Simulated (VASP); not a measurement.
Runs of VASP 6.6.1 on Pt. The structure is that of space group Im-3m (No. 229), or close to it. The cells are those of the table. This isn't the form of Pt at room conditions, which is fcc.

```tsv
level	spin	cell	k mesh	screening parameter	gap on the mesh (eV)	pressure (GPa)
PBE0	off	a = 2.711 Å, angles 109.5°, 1 atom	6 × 6 × 6	-	none	(b)
PBE-based screened hybrid with 25 % exact exchange	off	a = 2.744 Å, angles 109.5°, 1 atom	6 × 6 × 6	0.3 1/Å	none	-8.0
HSE06	non-collinear, zero start, SOC	a = 2.744 Å, angles 109.5°, 1 atom	5 × 5 × 5	0.2079 1/Å	-	-6.1
PBE-based screened hybrid with 25 % exact exchange	off	a = 2.713 Å, angles 109.5°, 1 atom	6 × 6 × 6	0.3 1/Å	none	0.3
PBEsol-based screened hybrid with 25 % exact exchange	off	a = 2.689 Å, angles 109.5°, 1 atom	6 × 6 × 6	0.207 1/Å	none	(a)
```

Alike in all rows: task single point; potentials or basis VASP PAW PBE potentials, release 64 (Pt); cutoff (eV) 520; smearing fermi-dirac 0.05 eV.

Task: Estimate the missing entries.

Result: (a) 0.4; (b) 0.1.

Caveats: all runs use coarse meshes; the PAW data sets were made with another functional, which shifts forces and pressure a little; spin-orbit coupling is left out, which moves the levels of the heavy elements (at least some runs).

A k mesh can miss the band edges, and rows without SOC leave out spin-orbit coupling on Pt.

A gap of «none» marks levels without a gap at the run's occupations.
